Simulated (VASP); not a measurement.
Write the native input for VASP 6.6.1 that does the following.

```
Task                   : single point
Functional             : PBEsol
Potentials or basis    : VASP PAW PBE potentials, release 64 (W_sv)
Cutoff                 : 500 eV
k mesh                 : 22 × 22 × 22
Occupations            : gaussian, width 0.15 eV
Spin                   : no spin polarisation
Dipole correction      : no
Further INCAR settings : ALGO = Normal; EDIFF = 1e-06; NBANDS = 13
```

The structure of W lies in POSCAR:

```
W
1.0
    0.0000000000      2.1973491645      1.7429373573
    2.1973491645      0.0000000000      1.7429373573
    2.1973491645      2.1973491645      0.0000000000
W
1
Direct
    0.0000000000      0.0000000000      0.0000000000
```

One way to write it, as run:

INCAR

```
SYSTEM = W
PREC = Accurate ; ENCUT = 500
EDIFF = 1E-6 ; ISMEAR = 0
SIGMA = 0.15 ; LREAL = .FALSE.
LASPH = .TRUE. ; NELM = 120
ALGO = Normal ; ISIF = 2
LWAVE = .FALSE. ; LCHARG = .TRUE.
GGA = PS ; LELF = .TRUE.
LVHAR = .TRUE. ; NBANDS = 13
GGA_COMPAT = .FALSE.
```

KPOINTS

```
Automatic mesh
0
G
  22 22 22
  0 0 0
```

Potentials or basis: VASP PAW PBE potentials, release 64 (W_sv).

Command:

```console
$ cat potpaw_PBE.64/W_sv/POTCAR > POTCAR
$ mpirun -np 1 vasp_std > vasp.out
```

Results of the run:

```yaml
Pressure: -17.5 GPa
Band_gap_on_the_k_mesh: zero (bands 7 and 8 overlap by 5.39 eV)
```

Caveat: the cell stands under tension; the PAW data sets were made with another functional, which shifts forces and pressure a little; spin-orbit coupling is left out, which moves the levels of the heavy elements.

Wall time 2.6 min on 1 thread of Intel Xeon 8259CL, on a shared host, peak memory 0.27 GiB.
